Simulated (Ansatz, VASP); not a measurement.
Sb: VASP beside Ansatz

The input INCAR:

```
  PREC = Accurate
  ENCUT = 520
  EDIFF = 1E-6
  ISMEAR = -1
  SIGMA = 0.05
  LREAL = F
  LASPH = T
  NELM = 60
  ALGO = Normal
  ISIF = 2
  LWAVE = F
  LCHARG = F
  GGA = PS
  NBANDS = 12
```

File KPOINTS:

```
Automatic mesh
0
Gamma
  12 12 7
```

File POSCAR:

```
Sb
1.0
    3.3913120892      0.0000000000      0.0000000000
   -1.6956560446      2.9369624214      0.0000000000
    0.0000000000      0.0000000000      5.3652990420
Sb
2
Direct
    0.3333333333      0.6666666667      0.2500000000
    0.6666666667      0.3333333333      0.7500000000
```

Input for Ansatz:

```yaml
crystal:
  lattice:
    - [3.3913120892, 0.0, 0.0]
    - [-1.6956560446, 2.9369624214, 0.0]
    - [0.0, 0.0, 5.365299042]
  atoms:
    - { symbol: Sb, position: [0.3333333333, 0.6666666667, 0.25] }
    - { symbol: Sb, position: [0.6666666667, 0.3333333333, 0.75] }
kpoints:
  mp_grid: { grid: [12, 12, 7] }
scf:
  occupations: { method: fermi_dirac, width: 0.05 }
hamiltonian:
  xc: pbesol
  pseudopotentials: { kind: all_electron, lapw: { basis_error: 0.0005 } }
output:
  forces: true
  stress: true
  eigenvalues: true
```

Change from the starting cell: volume scaled by 1.02.

Alike in both runs: task single point; functional PBEsol; k mesh 12 × 12 × 7; occupations fermi-dirac, width 0.05 eV; no spin polarisation.

|  | VASP | Ansatz |
| --- | --- | --- |
| version | VASP 6.6.1 | Ansatz 0.2.0 |
| potentials or method | VASP PAW PBE potentials, release 64 (Sb), cutoff 520 eV | all-electron LAPW, scalar-relativistic |

```csv
,VASP,Ansatz,Ansatz less VASP
pressure (GPa),-1.5,-1.4,+0.04
"traceless stress, the component that is largest in VASP (GPa)",-0.80,-0.80,0.000
```

VASP's potentials were made for PBE, not for PBEsol. Ansatz ran all-electron here, and VASP with PAW potentials.

Spin-orbit coupling is off throughout.
